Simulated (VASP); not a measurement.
Si2Mo:

```
CELL_PARAMETERS angstrom
-1.60213 1.60213 3.90810
1.60213 -1.60213 3.90810
1.60213 1.60213 -3.90810
ATOMIC_POSITIONS crystal
Si 0.66457 0.66457 0.00000
Si 0.33543 0.33543 0.00000
Mo 0.00000 0.00000 0.00000
```

| Quantity | Value |
| --- | --- |
| Program | VASP 6.6.1 |
| Task | relaxation of cell and atoms |
| Functional | LDA |
| Potentials or basis | VASP PAW LDA potentials, release 64 (Si, Mo_sv) |
| Cutoff | 600 eV |
| k mesh | 18 × 18 × 18 |
| Occupations | gaussian, width 0.1 eV |
| Spin | no spin polarisation |

At the start: pressure -4.5 GPa; volume 13.38 Å³/atom.

**Question.** How do energy, volume and symmetry change on relaxing?

**Answer.** Over 13 steps the energy falls by 4.1 meV/atom and the volume is 13.10 Å³/atom (-2.1 %); space group I4/mmm (No. 139, to 0.1 Å) before and after.

Step by step:
```csv
step,energy change (eV),largest force (eV/Å),pressure (GPa),volume (Å³)
1,0.0000,0.0112,-4.47,40.13
2,0.0205,0.1390,8.29,38.00
3,-0.0120,0.0424,0.02,39.30
4,-0.0120,0.0438,0.08,39.29
5,-0.0122,0.0029,0.03,39.28
6,-0.0123,0.0136,0.05,39.28
7,-0.0123,0.0146,0.05,39.28
8,-0.0122,0.0287,0.08,39.29
9,-0.0123,0.0153,0.05,39.28
10,-0.0123,0.0029,-0.05,39.30
11,-0.0123,0.0040,-0.04,39.30
12,-0.0123,0.0048,-0.05,39.30
13,-0.0123,0.0017,0.00,39.29
```

Final structure:
```
Si Mo
1.0
    -1.58857    1.58857    3.89206
     1.58857   -1.58857    3.89206
     1.58857    1.58857   -3.89206
Si Mo
2 1
Direct
  0.66482 0.66482 0.00000
  0.33518 0.33518 0.00000
  0.00000 0.00000 0.00000
```
